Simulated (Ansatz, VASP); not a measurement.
**WS2: VASP beside Ansatz**

INCAR

```
PREC = Accurate ; ENCUT = 520
EDIFF = 1E-7 ; ISMEAR = -1
SIGMA = 0.05 ; LREAL = F
LASPH = T ; NELM = 100
ALGO = Normal ; ISIF = 2
LWAVE = F ; LCHARG = T
GGA = PE ; LELF = T
LVHAR = T ; NBANDS = 20
```

The input KPOINTS:

```
Automatic mesh
0
Gamma
  9 9 9
```

File POSCAR:

```
WS2
1.0
    1.8439358300      1.0645968500      5.5749124800
   -1.8439358300      1.0645968500      5.5749124800
    0.0000000000     -2.1291937000      5.5749124800
W S
1 2
Direct
   -0.0000320000     -0.0014060000     -0.0018250000
    0.2494440000      0.2430840000      0.2564510000
    0.7484490000      0.7519180000      0.7453100000
```

The input input.yaml:

```yaml
crystal:
  lattice:
    - [1.84393583, 1.06459685, 5.57491248]
    - [-1.84393583, 1.06459685, 5.57491248]
    - [0.0, -2.1291937, 5.57491248]
  atoms:
    - { symbol: W, position: [-3.2e-05, -0.001406, -0.001825] }
    - { symbol: S, position: [0.249444, 0.243084, 0.256451] }
    - { symbol: S, position: [0.748449, 0.751918, 0.74531] }
kpoints:
  mp_grid: { grid: [9, 9, 9] }
scf:
  occupations: { method: fermi_dirac, width: 0.05 }
hamiltonian:
  xc: pbe
  pseudopotentials: { kind: all_electron, lapw: { basis_error: 0.001 } }
output:
  forces: true
  stress: true
  eigenvalues: true
  populations: true
```

Change from the starting cell: atoms moved at random, drawn with an rms of 0.05 Å.

Alike in both runs: task single point; functional PBE; k mesh 9 × 9 × 9; occupations fermi-dirac, width 0.05 eV; no spin polarisation.

|  | VASP | Ansatz |
| --- | --- | --- |
| version | VASP 6.6.1 | Ansatz 0.2.0 |
| potentials or method | VASP PAW PBE potentials, release 64 (W_sv, S), cutoff 520 eV | all-electron LAPW, scalar-relativistic |

Ansatz gave:

* gap on the k mesh at the Fermi level (eV): none
* pressure (GPa): -13.5
* traceless stress, the component that is largest in VASP (GPa): 11.21
* rms of the force components (eV/Å): 0.397

Task: What did VASP give for the same quantities?

Result: gap on the k mesh at the Fermi level (eV): none; pressure (GPa): -13.6; traceless stress, the component that is largest in VASP (GPa): 11.25; rms of the force components (eV/Å): 0.397.

Atom by atom the forces differ by 0.000 eV/Å (rms over components). A gap of «none» marks a metal or a gap that the smearing closes. Ansatz ran all-electron here, and VASP with PAW potentials.

Spin-orbit coupling is off throughout.
